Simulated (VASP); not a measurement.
Write the native input for VASP 6.6.1 that does the following.

* Task: single point
* Functional: RPBE
* Potentials or basis: VASP PAW PBE potentials, release 64 (Ag)
* Cutoff: 520 eV
* k mesh: 6 × 6 × 6
* Occupations: fermi-dirac, width 0.1 eV
* Spin: no spin polarisation
* Dipole correction: no
* Further INCAR settings: ALGO = Normal; EDIFF = 1e-06; NBANDS = 54

The structure of Ag lies in POSCAR:

```
Ag
1.0
    5.3667396670      0.0000000000      0.0000000000
    0.0000000000      5.3667396670      0.0000000000
    0.0000000000      0.0000000000      5.3667396670
Ag
8
Direct
    0.0000000000      1.0000000000      1.0000000000
    0.5000000000      0.5000000000      0.5000000000
    0.2500000000      1.0000000000      0.5000000000
    0.7500000000      0.0000000000      0.5000000000
    0.5000000000      0.2500000000      0.0000000000
    0.5000000000      0.7500000000      0.0000000000
    1.0000000000      0.5000000000      0.2500000000
    1.0000000000      0.5000000000      0.7500000000
```

These files were run (other wordings do the same):

INCAR

```
  PREC = Accurate
  ENCUT = 520
  EDIFF = 1E-6
  ISMEAR = -1
  SIGMA = 0.1
  LREAL = False
  LASPH = True
  NELM = 60
  ALGO = Normal
  ISIF = 2
  LWAVE = False
  LCHARG = False
  GGA = RP
  NBANDS = 54
```

KPOINTS

```
regular mesh
0
Gamma
  6 6 6
```

Potentials or basis: VASP PAW PBE potentials, release 64 (Ag).

The run is started by

```sh
$ cat potpaw_PBE.64/Ag/POTCAR > POTCAR
$ mpirun -np 1 vasp_std > vasp.out
```

Results of the run:

```
Pressure               : 0.0 GPa
Band gap on the k mesh : zero (band 44 reaches 8.08 eV, above the bottom of band 45 at 5.74 eV)
```

Caveat: the PAW data sets were made with another functional, which shifts forces and pressure a little.

Wall time 110 s on 1 thread of Intel Xeon 6975P-C, with other jobs on the host, peak memory 0.29 GiB.
